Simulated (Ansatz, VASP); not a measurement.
# MnSb in VASP and in Ansatz

```
CELL_PARAMETERS angstrom
0.00000 2.70204 2.99067
2.70204 0.00000 2.99067
2.70204 2.70204 0.00000
ATOMIC_POSITIONS crystal
Mn 0.00000 0.00000 0.00000
Sb 0.50000 0.50000 0.50000
```

Change from the starting cell: stretched by +7 % along [0.0, 0.0, 1.0] at fixed volume; collinear moments without spin-orbit coupling, PAW files.

Alike in both runs: task single point; functional PBE; k mesh 11 × 11 × 11; occupations fermi-dirac, width 0.1 eV; collinear spin.

```csv
,VASP,Ansatz
version,VASP 6.6.1,Ansatz 0.2.0
potentials or method,"VASP PAW PBE potentials, release 64 (Mn_pv, Sb)","PAW with Ansatz's default frozen-core files, scalar-relativistic"
plane-wave cutoff (eV),520,420
valence electrons in the cell,18,30
```

```tsv
	VASP	Ansatz	Ansatz less VASP
pressure (GPa)	0.8	0.8	+0.03
traceless stress, the component that is largest in VASP (GPa)	-6.95	-6.99	-0.036
net moment per atom (μB)	1.89	1.89	+0.003
size of the moment on the site where the two differ most (μB)	0.10	0.09	-0.016
```

Site moments also hang on the region over which each program counts them. VASP's potentials hold 18 valence electrons a cell and Ansatz's 30, so a difference there can come from the potentials and not from the codes.

Spin-orbit coupling is off throughout.
